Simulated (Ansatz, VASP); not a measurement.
# One calculation of Bi, two programs

File INCAR:

```
ALGO = Normal
EDIFF = 1E-6
ENCUT = 520
GGA = PE
ISIF = 2
ISMEAR = -1
LASPH = T
LCHARG = F
LREAL = F
LWAVE = F
NBANDS = 14
NELM = 80
PREC = Accurate
SIGMA = 0.1
```

KPOINTS

```
k-points
0
Gamma
  18 18 18
```

File POSCAR:

```
Bi
1.0
   -1.9382382909      1.9382382909      1.9382382909
    1.9382382909     -1.9382382909      1.9382382909
    1.9382382909      1.9382382909     -1.9382382909
Bi
1
Direct
    0.0000000000      0.0000000000      0.0000000000
```

Input for Ansatz:

```yaml
crystal:
  lattice:
    - [-1.9382382909, 1.9382382909, 1.9382382909]
    - [1.9382382909, -1.9382382909, 1.9382382909]
    - [1.9382382909, 1.9382382909, -1.9382382909]
  atoms:
    - { symbol: Bi, position: [0.0, 0.0, 0.0] }
hamiltonian:
  xc: pbe
  pseudopotentials:
    kind: paw
    azcp:
      Bi: "pseudopotentials/Bi.paw.azcp"
basis:
  ecutwfc: 420
  fft_grid_basis: typed
kpoints:
  mp_grid: { grid: [18, 18, 18], shift: [0, 0, 0] }
magnetization:
  spin_polarized: false
scf:
  occupations: { method: fermi_dirac, width: 0.1 }
output:
  stress: true
```

Alike in both runs: task single point; functional PBE; k mesh 18 × 18 × 18; occupations fermi-dirac, width 0.1 eV; no spin polarisation.

```csv
,VASP,Ansatz
version,VASP 6.6.1,Ansatz 0.2.0
potentials or method,"VASP PAW PBE potentials, release 64 (Bi_d), cutoff 520 eV","plane waves (420 eV) with PAW, scalar-relativistic"
valence electrons in the cell,15,15
```

Ansatz gave:

| Property | Result |
| --- | --- |
| pressure (GPa) | 5.2 |

**Question.** Estimate VASP's values.

**Answer.** Pressure (GPa): 5.1.

Spin-orbit coupling is off throughout.
